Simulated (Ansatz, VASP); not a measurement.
**Two plane-wave programs on SrTl**

```
CELL_PARAMETERS angstrom
3.97751 0.00000 0.00000
0.00000 3.97751 0.00000
0.00000 0.00000 3.97751
ATOMIC_POSITIONS crystal
Sr 0.00000 0.00000 0.00000
Tl 0.50000 0.50000 0.50000
```

Change from the starting cell: volume scaled by 0.96, PAW files.

Alike in both runs: task electric field gradients; functional LDA; k mesh 8 × 8 × 8; occupations fermi-dirac, width 0.05 eV; no spin polarisation.

|  | VASP | Ansatz |
| --- | --- | --- |
| version | VASP 6.6.1 | Ansatz 0.2.0 |
| potentials or method | VASP PAW LDA potentials, release 64 (Sr_sv, Tl_d) | PAW with Ansatz's default frozen-core files, scalar-relativistic |
| plane-wave cutoff (eV) | 520 | 420 |
| valence electrons in the cell | 23 | 23 |

```tsv
	VASP	Ansatz	Ansatz less VASP
pressure (GPa)	-0.6	-0.7	-0.10
```

LDA's correlation is that of Perdew and Zunger in VASP and of Perdew and Wang (1992) in Ansatz.

Neither program's run includes spin-orbit coupling.
